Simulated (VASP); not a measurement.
A run of VASP 6.6.1 is set up as follows.

Contents of POSCAR:

```
PtSe2
1.0
    3.6540773592      0.0000000000      0.0000000000
   -1.8270386796      3.1645238204      0.0000000000
    0.0000000000      0.0000000000      5.1716134674
Pt Se
1 2
Direct
    0.0000000000      0.0000000000      0.0000000000
    0.3333333333      0.6666666667      0.2571695964
    0.6666666667      0.3333333333      0.7428304036
```

Contents of INCAR.step1:

```
SYSTEM = PtSe2
ALGO = Normal ; EDIFF = 1E-4
ENCUT = 520 ; GGA = PE
ISMEAR = -1 ; LASPH = .True.
LCHARG = .False. ; LREAL = .False.
LWAVE = .True. ; NBANDS = 18
NELM = 60 ; PREC = Accurate
SIGMA = 0.02
```

The input INCAR.step2:

```
SYSTEM = PtSe2
ALGO = Normal ; EDIFF = 1E-7
ENCUT = 520 ; ISIF = 2
ISMEAR = -1 ; ISTART = 1
LASPH = .True. ; LCHARG = .False.
LMIXTAU = .True. ; LREAL = .False.
LWAVE = .False. ; METAGGA = R2SCAN
NBANDS = 18 ; NELM = 60
PREC = Accurate ; SIGMA = 0.02
```

File KPOINTS:

```
k-points
0
Gamma
  12 12 6
  0 0 0
```

Potentials or basis: VASP PAW PBE potentials, release 64 (Pt, Se).

Launch:

```console
$ cat potpaw_PBE.64/Pt/POTCAR potpaw_PBE.64/Se/POTCAR > POTCAR
$ cp INCAR.step1 INCAR
$ mpirun -np 1 vasp_std > vasp.out
$ cp INCAR.step2 INCAR
$ mpirun -np 1 vasp_std > vasp.out
```

Problem. Predict the pressure.

Solution. 6.3 GPa.

Problem. What does it give for the band gap on the k mesh?

Solution. Zero (band 11 reaches 6.89 eV, above the bottom of band 12 at 6.59 eV).

Forces in eV/Å, atoms in the order of the input:
```
Pt   0.000  0.000  0.000
Se   0.000  0.000 -0.016
Se   0.000  0.000  0.016
```

Caveat: the cell differs from its parent crystal (strain -2.0%); the PAW data sets were made with another functional, which shifts forces and pressure a little; spin-orbit coupling is left out, which moves the levels of the heavy elements.
